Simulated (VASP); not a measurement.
# MgCd2S3 (P-3m1) in VASP: single point with PBE

Aim: the single point of MgCd2S3 with PBE.

All numbers are computed with VASP 6.6.1; they aren't measurements. Logs are shortened: lines on timing, memory, paths and dates and some standing lists are left out, and cuts for length are marked.

### 1 The cell of the first run

The structure is trigonal, space group P-3m1 (No. 164). The conventional cell has a = 3.826 Å, b = 3.826 Å, c = 9.379 Å, α = 90.00°, β = 90.00°, γ = 120.00°. Within 3.5 Å of Mg (site symmetry -3m) lie 6 S at 2.65 Å. Cd (site symmetry 3m) has 6 S at 2.73 to 2.74 Å within 3.6 Å. S (site symmetry 3m) has 3 Mg at 2.65 Å and 3 Cd at 2.74 Å within 3.5 Å. Within 3.6 Å of S (site symmetry -3m) lie 6 Cd at 2.73 Å.

### 2 Single point, PBE

INCAR reads:

```
SYSTEM = MgCd2S3
PREC = Accurate ; ENCUT = 520
EDIFF = 1E-6 ; ISMEAR = 0
SIGMA = 0.02 ; LREAL = .FALSE.
LASPH = .TRUE. ; NELM = 60
ALGO = Normal ; ISIF = 2
LWAVE = .FALSE. ; LCHARG = .FALSE.
GGA = PE ; NBANDS = 31
```

KPOINTS reads:

```
Automatic mesh
0
G
  12 12 4
  0 0 0
```

POSCAR reads:

```
MgCd2S3
1.0
    3.8261385812      0.0000000000      0.0000000000
   -1.9130692906      3.3135332098      0.0000000000
    0.0000000000      0.0000000000      9.3788967243
Mg Cd S
1 2 3
Direct
    0.0000000000      0.0000000000      0.5000000000
    0.6666666667      0.3333333333      0.8287607496
    0.3333333333      0.6666666667      0.1712392504
    0.3333333333      0.6666666667      0.6557569786
    0.6666666667      0.3333333333      0.3442430214
    0.0000000000      0.0000000000      0.0000000000
```

Potentials or basis: VASP PAW PBE potentials, release 64 (Mg, Cd, S).

Command:

```bash
cat potpaw_PBE.64/Mg/POTCAR potpaw_PBE.64/Cd/POTCAR potpaw_PBE.64/S/POTCAR > POTCAR
mpirun -np 1 vasp_std > vasp.out
```

OUTCAR:

```text
SYSTEM = MgCd2S3
   PREC = Accurate
   ENCUT = 520
   EDIFF = 1E-6
   ISMEAR = 0
   LREAL = .FALSE.
   LASPH = .TRUE.
   NELM = 60
   ISIF = 2
   GGA = PE

 ion  position               nearest neighbor table
   1  0.000  0.000  0.500-   4 2.65   5 2.65   5 2.65   4 2.65   5 2.65   4 2.65
   2  0.667  0.333  0.829-   6 2.73   6 2.73   6 2.73   4 2.74   4 2.74   4 2.74
   3  0.333  0.667  0.171-   6 2.73   6 2.73   6 2.73   5 2.74   5 2.74   5 2.74
   4  0.333  0.667  0.656-   1 2.65   1 2.65   1 2.65   2 2.74   2 2.74   2 2.74
   5  0.667  0.333  0.344-   1 2.65   1 2.65   1 2.65   3 2.74   3 2.74   3 2.74
   6  0.000  0.000  0.000-   2 2.73   3 2.73   2 2.73   3 2.73   2 2.73   3 2.73

  LATTYP: Found a hexagonal cell.
 ALAT       =     3.8261385812
 C/A-ratio  =     2.4512694784

  Lattice vectors:

 A1 = (   3.8261385812,   0.0000000000,   0.0000000000)
 A2 = (  -1.9130692906,   3.3135332098,   0.0000000000)
 A3 = (   0.0000000000,   0.0000000000,   9.3788967243)

Analysis of symmetry for initial positions (statically):
=====================================================================
 Subroutine PRICEL returns:
 Original cell was already a primitive cell.

 Routine SETGRP: Setting up the symmetry group for a
 hexagonal supercell.

 Subroutine GETGRP returns: Found 12 space group operations
 (whereof 12 operations were pure point group operations)
 out of a pool of 24 trial point group operations.

The static configuration has the point symmetry D_3d.

Analysis of symmetry for dynamics (positions and initial velocities):
=====================================================================
 Subroutine PRICEL returns:
 Original cell was already a primitive cell.

 Routine SETGRP: Setting up the symmetry group for a
 hexagonal supercell.

 Subroutine GETGRP returns: Found 12 space group operations
 (whereof 12 operations were pure point group operations)
 out of a pool of 24 trial point group operations.

The dynamic configuration has the point symmetry D_3d.

 Subroutine INISYM returns: Found 12 space group operations
 (whereof 12 operations are pure point group operations),
 and found     1 'primitive' translations

----------------------------------------------------------------------------------------

                                     Primitive cell

[... 92 lines left out ...]
   ISPIN  =      1    spin polarized calculation?
   LNONCOLLINEAR =      F non collinear calculations
   LSORBIT =      F    spin-orbit coupling
   LASPH  =      T    aspherical Exc in radial PAW
   ENCUT  =  520.0 eV  38.22 Ry    6.18 a.u.   7.11  7.11 17.44*2*pi/ulx,y,z
   NELM   =     60;   NELMIN=  2; NELMDL= -5     # of ELM steps
   EDIFF  = 0.1E-05   stopping-criterion for ELM
   LREAL  =      F    real-space projection
   EDIFFG = 0.1E-04   stopping-criterion for IOM
   NSW    =      0    number of steps for IOM
   IBRION =     -1    ionic relax: 0-MD 1-quasi-New 2-CG
   NFREE  =      0    steps in history (QN), initial steepest desc. (CG)
   ISIF   =      2    stress and relaxation
   ISYM   =      2    0-nonsym 1-usesym 2-fastsym
   POTIM  = 0.5000    time-step for ionic-motion
   TEBEG  =    0.0;   TEEND  =   0.0 temperature during run
   PSTRESS=    0.0 pullay stress
   NELECT =      44.0000    total number of electrons
   NUPDOWN=      -1.0000    fix difference up-down
   EMIN   =  10.00;   EMAX   =-10.00  energy-range for DOS
   EFERMI =   0.00;   METHOD = LEGACY
   ISMEAR =     0;   SIGMA  =   0.02  broadening in eV -4-tet -1-fermi 0-gaus
   EFERMI_NEDOS =   21; number of points for ismear=-14 and -15
   IALGO  =     38    algorithm
   IMIX   =      4    mixing-type and parameters
     AMIX     =   0.40;   BMIX     =  1.00
     AMIX_MAG =   1.60;   BMIX_MAG =  1.00
  volume/ion in A,a.u.               =      19.82       133.74
  Fermi-wavevector in a.u.,A,eV,Ry     =   1.175325  2.221041 18.794921  1.381388
  Thomas-Fermi vector in A             =   2.311707
   LORBIT       =      0    0 simple, 1 ext, 2 COOP (PROOUT), +10 PAW based schemes
   GGA     = PE    functional components
   LHFCALC =     F    Hartree Fock is set to
   AEXX    =    0.0000 exact exchange contribution
   IVDW    =     0    specifies the selected vdW correction
   LEPSILON=     F    determine dielectric tensor
   LRPA    =     F    only Hartree local field effects (RPA)
 non-spin polarized calculation
 Gauss-broadening in eV      SIGMA  =   0.02
  energy-cutoff  :      520.00
  volume of cell :      118.91
 maximum number of plane-waves:      3248
   NGX = 15   NGY = 15   NGZ = 35

 number of electron      43.9999994 magnetization

 Free energy of the ion-electron system (eV)
  ---------------------------------------------------
  ext. energy  EPLUGINS =         0.00000000
  ---------------------------------------------------
  free energy    TOTEN  =       -20.16804335 eV

  energy without entropy =      -20.16804335  energy(sigma->0) =      -20.16804335

 E-fermi :   3.1140     XC(G=0): -10.1154

 val. band max:        3.0271691126   @ k =   0.0000   0.0000   0.0000
 cond. band min:       3.9341444699   @ k =   0.5000  -0.0000   0.0000
 fundamental gap:      0.9069753573
 Fermi energy:         3.1140176775

 k-point     1 :       0.0000    0.0000    0.0000
  band No.  band energies     occupation
      1      -9.6392      2.00000
      2      -8.9012      2.00000
      3      -8.7609      2.00000
      4      -4.7023      2.00000
      5      -4.7023      2.00000
      6      -4.6213      2.00000
[... 805 lines left out ...]
     30      10.5030      0.00000
     31      10.5270      0.00000

 [... further k-points ...]
[... 5 lines left out ...]
  --------------------------------------------------------------------------------------
  -------------------------------------------------------------------------------------
  Total        0.1623006      0.1623006      0.1835633      0.0000000     -0.0000000      0.0000000
  in kB        2.1868900      2.1868900      2.4733903      0.0000000     -0.0000000      0.0000000
  external PRESSURE =       2.2823901 kB  Pullay stress =       0.0000000 kB

 VOLUME and BASIS-vectors are now :
 -----------------------------------------------------------------------------
  energy-cutoff  :      520.00
  volume of cell :      118.91
      direct lattice vectors                 reciprocal lattice vectors
     3.826138581  0.000000000  0.000000000     0.261360110  0.150896330  0.000000000
    -1.913069291  3.313533210  0.000000000     0.000000000  0.301792660  0.000000000
     0.000000000  0.000000000  9.378896724     0.000000000  0.000000000  0.106622349

 POSITION                                       TOTAL-FORCE (eV/Angst)
 -----------------------------------------------------------------------------------
      0.00000      0.00000      4.68945        -0.000000      0.000000      0.000000
      1.91307      1.10451      7.77286        -0.000000     -0.000000     -0.002546
     -0.00000      2.20902      1.60604         0.000000      0.000000      0.002546
     -0.00000      2.20902      6.15028        -0.000000      0.000000     -0.039961
      1.91307      1.10451      3.22862        -0.000000      0.000000      0.039961
      0.00000      0.00000      0.00000        -0.000000      0.000000      0.000000
 -----------------------------------------------------------------------------------
    total drift:                                0.000000     -0.000000      0.000000

  FREE ENERGIE OF THE ION-ELECTRON SYSTEM (eV)
  ---------------------------------------------------
  free  energy   TOTEN  =       -20.1680433500 eV

  energy  without entropy=      -20.1680433500  energy(sigma->0) =      -20.16804335
```

It took 4.3 min on 1 thread of Intel Xeon Platinum 8375C at 2.90GHz (Ice Lake), shared host; peak memory 0.37 GiB.

What came out:

* Free energy: -20.1680 eV
* Pressure: 0.2 GPa
* Largest force: 0.040 eV/Å
* Band gap on the k mesh: 0.91 eV, indirect (least direct gap 1.45 eV)

Forces on the atoms (eV/Å):
```
Mg   0.000  0.000  0.000
Cd   0.000  0.000 -0.003
Cd   0.000  0.000  0.003
S    0.000  0.000 -0.040
S    0.000  0.000  0.040
S    0.000  0.000  0.000
```

Levels at points of the mesh, in eV from the valence-band top:
| k point | band 19 | band 20 | band 21 | band 22 | band 23 | band 24 | band 25 | band 26 |
| --- | --- | --- | --- | --- | --- | --- | --- | --- |
| (0.00, 0.00, 0.00) | -0.50 | -0.50 | 0.00 | 0.00 | 1.59 | 3.97 | 4.03 | 6.72 |
| (0.50, 0.00, 0.00) | -1.44 | -1.05 | -0.92 | -0.54 | 0.91 | 3.99 | 4.24 | 5.28 |
| (0.00, 0.00, 0.50) | -0.31 | -0.31 | -0.08 | -0.08 | 2.88 | 3.38 | 3.85 | 6.22 |
| (0.50, 0.00, 0.50) | -1.64 | -1.56 | -0.17 | -0.13 | 1.81 | 2.58 | 3.78 | 5.69 |

A k mesh can miss the band edges. Expect the measured gap to be larger: semilocal functionals such as PBE lack the derivative discontinuity.
